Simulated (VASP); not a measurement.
# Fe (Im-3m) in VASP: notebook

Fe is run at these levels: PBEsol+U; tasks: single point.

All numbers are computed with VASP 6.6.1; they aren't measurements. Logs are shortened: lines on timing, memory, paths and dates and some standing lists are left out, and cuts for length are marked.

**1. The cell of the first run**

Symmetry: Im-3m, No. 229, cubic system. Conventional cell: a = 2.891 Å, b = 2.891 Å, c = 2.891 Å, α = 90.00°, β = 90.00°, γ = 90.00°. Within 3.3 Å of Fe (site symmetry m-3m) lie 14 Fe at 2.50 to 2.89 Å.

**2. Single point, PBEsol+U, collinear spin, ferromagnetic start**

File INCAR:

```
ALGO = Normal ; EDIFF = 1E-6
ENCUT = 690 ; GGA = PS
GGA_COMPAT = F ; ISIF = 2
ISMEAR = -1 ; ISPIN = 2
LASPH = T ; LCHARG = T
LDAU = T ; LDAUJ = 0
LDAUL = 2 ; LDAUPRINT = 1
LDAUTYPE = 2 ; LDAUU = 5.3
LELF = T ; LMAXMIX = 4
LORBIT = 11 ; LREAL = F
LVHAR = T ; LWAVE = F
MAGMOM = 4.31 ; NBANDS = 18
NELM = 200 ; NUPDOWN = 4.31
PREC = Accurate ; SIGMA = 0.1
```

File KPOINTS:

```
k-points
0
Gamma
  12 12 12
```

File POSCAR:

```
Fe
1.0
   -1.4455000000      1.4455000000      1.4455000000
    1.4455000000     -1.4455000000      1.4455000000
    1.4455000000      1.4455000000     -1.4455000000
Fe
1
Direct
    0.0000000000      0.0000000000      0.0000000000
```

Potentials or basis: VASP PAW PBE potentials, release 64 (Fe_sv).

Command:

```console
> cat potpaw_PBE.64/Fe_sv/POTCAR > POTCAR
> mpirun -np 1 vasp_std > vasp.out
```

OUTCAR:

```text
EDIFF = 1E-6
   ENCUT = 690
   GGA = PS
   ISIF = 2
   ISMEAR = -1
   ISPIN = 2
   LASPH = T
   LORBIT = 11
   LREAL = F
   NELM = 200
   NUPDOWN = 4.31
   PREC = Accurate

 ion  position               nearest neighbor table
   1  0.000  0.000  0.000-

  LATTYP: Found a body centered cubic cell.
 ALAT       =     2.8910000000

  Lattice vectors:

 A1 = (  -1.4455000000,   1.4455000000,   1.4455000000)
 A2 = (   1.4455000000,  -1.4455000000,   1.4455000000)
 A3 = (   1.4455000000,   1.4455000000,  -1.4455000000)

Analysis of symmetry for initial positions (statically):
=====================================================================
 Subroutine PRICEL returns:
 Original cell was already a primitive cell.

 Routine SETGRP: Setting up the symmetry group for a
 body centered cubic supercell.

 Subroutine GETGRP returns: Found 48 space group operations
 (whereof 48 operations were pure point group operations)
 out of a pool of 48 trial point group operations.

The static configuration has the point symmetry O_h .

Analysis of symmetry for dynamics (positions and initial velocities):
=====================================================================
 Subroutine PRICEL returns:
 Original cell was already a primitive cell.

 Routine SETGRP: Setting up the symmetry group for a
 body centered cubic supercell.

 Subroutine GETGRP returns: Found 48 space group operations
 (whereof 48 operations were pure point group operations)
 out of a pool of 48 trial point group operations.

The dynamic configuration has the point symmetry O_h .

Analysis of structural, dynamic, and magnetic symmetry:
=====================================================================
 Subroutine PRICEL returns:
 Original cell was already a primitive cell.

 Routine SETGRP: Setting up the symmetry group for a
 body centered cubic supercell.

 Subroutine GETGRP returns: Found 48 space group operations
 (whereof 48 operations were pure point group operations)
[... 158 lines left out ...]
 -0.0000  0.0000  0.1768  0.0000  0.0000
 -0.0000 -0.0000  0.0000  0.1253 -0.0000
  0.0000  0.0000  0.0000 -0.0000  0.1768

 occupancies and eigenvectors

  o =  0.1253  v =  0.0000  0.0000  0.0000  0.0000  0.0000 -0.0242 -0.9995  0.0000 -0.0192 -0.0000      0.0000  0.0000  0.0000  0.0000  0.0000  0.0000  0.0000  0.0000  0.0000  0.0000
  o =  0.1253  v =  0.0000  0.0000  0.0000  0.0000  0.0000  0.0043 -0.0193 -0.0000  0.9998 -0.0000      0.0000  0.0000  0.0000  0.0000  0.0000  0.0000  0.0000  0.0000  0.0000  0.0000
  o =  0.1253  v =  0.0000  0.0000  0.0000  0.0000  0.0000  0.9997 -0.0241  0.0000 -0.0047 -0.0000      0.0000  0.0000  0.0000  0.0000  0.0000  0.0000  0.0000  0.0000  0.0000  0.0000
  o =  0.1768  v =  0.0000  0.0000  0.0000  0.0000  0.0000 -0.0000  0.0000  0.9991  0.0000 -0.0415      0.0000  0.0000  0.0000  0.0000  0.0000  0.0000  0.0000  0.0000  0.0000  0.0000
  o =  0.1768  v =  0.0000  0.0000  0.0000  0.0000  0.0000  0.0000 -0.0000  0.0415  0.0000  0.9991      0.0000  0.0000  0.0000  0.0000  0.0000  0.0000  0.0000  0.0000  0.0000  0.0000
  o =  0.9058  v =  0.0000 -0.0420  0.0000 -0.9991  0.0000  0.0000  0.0000  0.0000  0.0000  0.0000      0.0000  0.0000  0.0000  0.0000  0.0000  0.0000  0.0000  0.0000  0.0000  0.0000
  o =  0.9058  v =  0.0000 -0.9991 -0.0000  0.0420 -0.0000  0.0000  0.0000  0.0000  0.0000  0.0000      0.0000  0.0000  0.0000  0.0000  0.0000  0.0000  0.0000  0.0000  0.0000  0.0000
  o =  0.9058  v =  1.0000  0.0000  0.0000  0.0000  0.0000  0.0000  0.0000  0.0000  0.0000  0.0000      0.0000  0.0000  0.0000  0.0000  0.0000  0.0000  0.0000  0.0000  0.0000  0.0000
  o =  0.9141  v =  0.0000  0.0000 -0.3240 -0.0000 -0.9460  0.0000  0.0000  0.0000  0.0000  0.0000      0.0000  0.0000  0.0000  0.0000  0.0000  0.0000  0.0000  0.0000  0.0000  0.0000
  o =  0.9141  v =  0.0000 -0.0000 -0.9460 -0.0000  0.3240  0.0000  0.0000  0.0000  0.0000  0.0000      0.0000  0.0000  0.0000  0.0000  0.0000  0.0000  0.0000  0.0000  0.0000  0.0000

 number of electron      15.9999991 magnetization       4.3099997

 Free energy of the ion-electron system (eV)
  ---------------------------------------------------
  ext. energy  EPLUGINS =         0.00000000
  ---------------------------------------------------
  free energy    TOTEN  =        -2.85597792 eV

  energy without entropy =       -2.81400160  energy(sigma->0) =       -2.83498976

 E-fermi :  11.6827     XC(G=0): -13.5650

 val. band max:       17.1956585798   @ k =   0.3333   0.1667   0.0833
 cond. band min:      11.6925347729   @ k =   0.1667   0.1667   0.0833
 fundamental gap:     -5.5031238069
 Fermi energy:        17.1977961866

 spin component 1

 k-point     1 :       0.0000    0.0000    0.0000
  band No.  band energies     occupation
      1     -78.3119      1.00000
      2     -44.2382      1.00000
      3     -44.2382      1.00000
      4     -44.2382      1.00000
      5       2.2926      1.00000
      6       5.4057      1.00000
[... 1001 lines left out ...]
     17      49.1049      0.00000
     18      51.3458      0.00000

 [... further k-points ...]

------------------------ aborting loop because EDIFF is reached ----------------------------------------

  FORCE on cell =-STRESS in cart. coord.  units (eV):
  Direction    XX          YY          ZZ          XY          YZ          ZX
  --------------------------------------------------------------------------------------
  -------------------------------------------------------------------------------------
  Total        4.8651586      4.8651586      4.8651586      0.0000000      0.0000000     -0.0000000
  in kB      645.1984293    645.1984293    645.1984293      0.0000000      0.0000000     -0.0000000
  external PRESSURE =     645.1984293 kB  Pullay stress =       0.0000000 kB

 VOLUME and BASIS-vectors are now :
 -----------------------------------------------------------------------------
  energy-cutoff  :      690.00
  volume of cell :       12.08
      direct lattice vectors                 reciprocal lattice vectors
    -1.445500000  1.445500000  1.445500000     0.000000000  0.345901072  0.345901072
     1.445500000 -1.445500000  1.445500000     0.345901072  0.000000000  0.345901072
     1.445500000  1.445500000 -1.445500000     0.345901072  0.345901072  0.000000000

 POSITION                                       TOTAL-FORCE (eV/Angst)
 -----------------------------------------------------------------------------------
      0.00000      0.00000      0.00000        -0.000000      0.000000     -0.000000
 -----------------------------------------------------------------------------------
    total drift:                               -0.000000      0.000000      0.000000

  FREE ENERGIE OF THE ION-ELECTRON SYSTEM (eV)
  ---------------------------------------------------
  free  energy   TOTEN  =        -2.8559779243 eV

  energy  without entropy=       -2.8140015998  energy(sigma->0) =       -2.83498976

 total charge

# of ion       s       p       d       tot
------------------------------------------
    1        2.237   6.087   5.252  13.577

 magnetization (x)

# of ion       s       p       d       tot
------------------------------------------
    1        0.048   0.053   3.805   3.905
```

stdout:

```text
POSCAR found type information on POSCAR Fe
 POSCAR found :  1 types and       1 ions
 scaLAPACK will be used
 -----------------------------------------------------------------------------
|                                                                             |
|                                                                             |
|     You enforced a specific xc type in the INCAR file but a different       |
|     I HOPE YOU KNOW WHAT YOU ARE DOING!                                     |
|                                                                             |
 -----------------------------------------------------------------------------

 LDA part: xc-table for (Slater+PW92), standard interpolation
 POSCAR, INCAR and KPOINTS ok, starting setup
 FFT: planning ... GRIDC
 FFT: planning ... GRID_SOFT
 FFT: planning ... GRID
 WAVECAR not read
 entering main loop
```

Run time: 46 s. Hardware: 1 thread of Intel Xeon Platinum 8259CL at 2.50GHz (Skylake/Cascade Lake), shared host; peak memory 0.17 GiB.

Results:

* Free energy: -2.8560 eV
* Pressure: 64.5 GPa
* Net moment: 4.31 μB per cell
* Site moments: Fe +3.90 μB
* Valence electrons inside the program's atomic spheres: Fe 13.58

Eigenvalues of the final occupation matrices:
```csv
site,spin,trace,eigenvalues
site 1 d,1,4.55,0.91 0.91 0.91 0.91 0.91
site 1 d,2,0.73,0.13 0.13 0.13 0.18 0.18
```

Caveat: the cell stands under pressure; the PAW data sets were made with another functional, which shifts forces and pressure a little; the total moment is fixed, so each spin has its own Fermi level and the state may be an excited one; the U is typed as a test and isn't derived for this compound. The state reached can hang on the start; a lower one may exist.

**3. Single point, PBEsol+U, collinear spin, ferromagnetic start**

File INCAR:

```
SYSTEM = Fe
PREC = Accurate
ENCUT = 690
EDIFF = 1E-6
ISMEAR = -1
SIGMA = 0.1
LREAL = .FALSE.
LASPH = .TRUE.
NELM = 200
ALGO = Normal
ISIF = 2
LWAVE = .FALSE.
LCHARG = .FALSE.
ISPIN = 2
MAGMOM = 3.08
LORBIT = 11
NUPDOWN = 3.08
LMAXMIX = 4
LDAU = .TRUE.
LDAUTYPE = 2
LDAUL = 2
LDAUU = 5.3
LDAUJ = 0
LDAUPRINT = 1
GGA = PS
NBANDS = 18
GGA_COMPAT = .FALSE.
```

File KPOINTS:

```
Automatic mesh
0
G
  12 12 12
  0 0 0
```

POSCAR is that of step 2.

Potentials or basis: VASP PAW PBE potentials, release 64 (Fe_sv).

Command:

```console
> cat potpaw_PBE.64/Fe_sv/POTCAR > POTCAR
> mpirun -np 1 vasp_std > vasp.out
```

Wall time 51 s (1 thread of AMD EPYC 7R13 (Zen 3), shared host); peak memory 0.14 GiB.

Results (log left out):

| Quantity | Value |
| --- | --- |
| Free energy | -4.6743 eV |
| Pressure | 10.2 GPa |
| Net moment | 3.08 μB per cell |
| Site moments | Fe +3.24 μB |
| Valence electrons inside the program's atomic spheres | Fe 13.70 |

Eigenvalues of the final occupation matrices:
```tsv
site	spin	trace	eigenvalues
site 1 d	1	4.38	0.87 0.87 0.87 0.88 0.88
site 1 d	2	1.11	0.16 0.16 0.26 0.26 0.26
```

Caveat: the cell stands under pressure; the PAW data sets were made with another functional, which shifts forces and pressure a little; the total moment is fixed, so each spin has its own Fermi level and the state may be an excited one; the U is typed as a test and isn't derived for this compound. The state reached can hang on the start; a lower one may exist.

**4. Single point, PBEsol+U, collinear spin, ferromagnetic start**

File INCAR:

```
PREC     = Accurate       # precision mode
ENCUT    = 690            # plane-wave cutoff, eV
EDIFF    = 1E-6           # SCF threshold, eV
ISMEAR   = -1             # smearing method
SIGMA    = 0.1            # smearing width, eV
LREAL    = F              # projectors in reciprocal space
LASPH    = T              # aspherical terms in the spheres
NELM     = 200            # most SCF steps
ALGO     = Normal         # electronic algorithm
ISIF     = 2              # what is computed and relaxed
LWAVE    = F              # write WAVECAR
LCHARG   = F              # write CHGCAR
ISPIN    = 2              # spin polarisation
MAGMOM   = 0.62           # initial moments
LORBIT   = 11             # projections on sites
NUPDOWN  = 0.62           # fixed moment
LMAXMIX  = 4              # l up to which the mixer works
LDAU     = T              # DFT+U
LDAUTYPE = 2            
LDAUL    = 2              # shell
LDAUU    = 5.3            # U, eV
LDAUJ    = 0            
LDAUPRINT= 1            
GGA      = PS             # functional
NBANDS   = 18             # bands
GGA_COMPAT= F
```

File KPOINTS:

```
regular mesh
0
Gamma
  12 12 12
```

POSCAR is that of step 3.

Command:

```console
> cat potpaw_PBE.64/Fe_sv/POTCAR > POTCAR
> mpirun -np 1 vasp_std > vasp.out
```

Wall time 39 s (1 thread of Intel Xeon Platinum 8259CL at 2.50GHz (Skylake/Cascade Lake), shared host); peak memory 0.17 GiB.

The run converged. Its results:

```
Free energy                                           : -2.9592 eV
Pressure                                              : -7.4 GPa
Net moment                                            : 0.62 μB per cell
Site moments                                          : Fe +0.64 μB
Valence electrons inside the program's atomic spheres : Fe 13.78
```

Eigenvalues of the final occupation matrices:
| site | spin | trace | eigenvalues |
| --- | --- | --- | --- |
| site 1 d | 1 | 3.13 | 0.48 0.48 0.48 0.85 0.85 |
| site 1 d | 2 | 2.48 | 0.10 0.10 0.76 0.76 0.76 |

Caveat: the cell stands under tension; the PAW data sets were made with another functional, which shifts forces and pressure a little; the total moment is fixed, so each spin has its own Fermi level and the state may be an excited one; the U is typed as a test and isn't derived for this compound.

**5. The runs side by side**

| fixed moment (μB) | pressure (GPa) | moment (μB) |
| --- | --- | --- |
| 4.31 | 64.5 | 4.31 |
| 3.08 | 10.2 | 3.08 |
| 0.62 | -7.4 | 0.62 |

Alike in all rows: task single point; level PBEsol+U; potentials or basis VASP PAW PBE potentials, release 64 (Fe_sv); spin collinear, ferromagnetic start; Fe d U = 5.3 eV; cell as given; k mesh 12 × 12 × 12; cutoff (eV) 690; smearing fermi-dirac 0.1 eV.

Caveats: the PAW data sets were made with another functional, which shifts forces and pressure a little; the total moment is fixed, so each spin has its own Fermi level and the state may be an excited one; the U is typed as a test and isn't derived for this compound; the cell stands under pressure (at least some runs); the cell stands under tension (at least some runs).

Absolute energies hang on the potentials; compare differences alone.
